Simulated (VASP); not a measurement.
Set up this calculation in VASP 6.6.1, as the native input.

```
Task                   : single point
Functional             : LDA
Potentials or basis    : VASP PAW LDA potentials, release 64 (Ca_sv)
Cutoff                 : 520 eV
k mesh                 : 10 × 10 × 10
Occupations            : methfessel-paxton, width 0.1 eV
Spin                   : no spin polarisation
Dipole correction      : no
Further INCAR settings : ALGO = Normal; EDIFF = 1e-06; NBANDS = 11
```

The structure of Ca lies in POSCAR:

```
Ca
1.0
    0.0000000000      2.6714532750      2.6714532750
    2.6714532750      0.0000000000      2.6714532750
    2.6714532750      2.6714532750      0.0000000000
Ca
1
Direct
    0.0000000000      0.0000000000      0.0000000000
```

The input as run:

INCAR

```
SYSTEM = Ca
PREC = Accurate ; ENCUT = 520
EDIFF = 1E-6 ; ISMEAR = 1
SIGMA = 0.1 ; LREAL = .FALSE.
LASPH = .TRUE. ; NELM = 80
ALGO = Normal ; ISIF = 2
LWAVE = .FALSE. ; LCHARG = .FALSE.
NBANDS = 11
```

KPOINTS

```
regular mesh
0
G
  10 10 10
  0 0 0
```

Potentials or basis: VASP PAW LDA potentials, release 64 (Ca_sv).

The run is started by

```sh
$ cat potpaw_LDA.64/Ca_sv/POTCAR > POTCAR
$ mpirun -np 1 vasp_std > vasp.out
```

It gave:

```
Pressure               : -0.1 GPa
Band gap on the k mesh : zero (band 5 reaches 2.26 eV, above the bottom of band 6 at 2.17 eV)
```

It took 11 s on 1 thread of Intel(R) Xeon(R) Platinum 8259CL CPU @ 2.50GHz (Skylake/Cascade Lake), with other jobs on the host, peak memory 0.15 GiB.
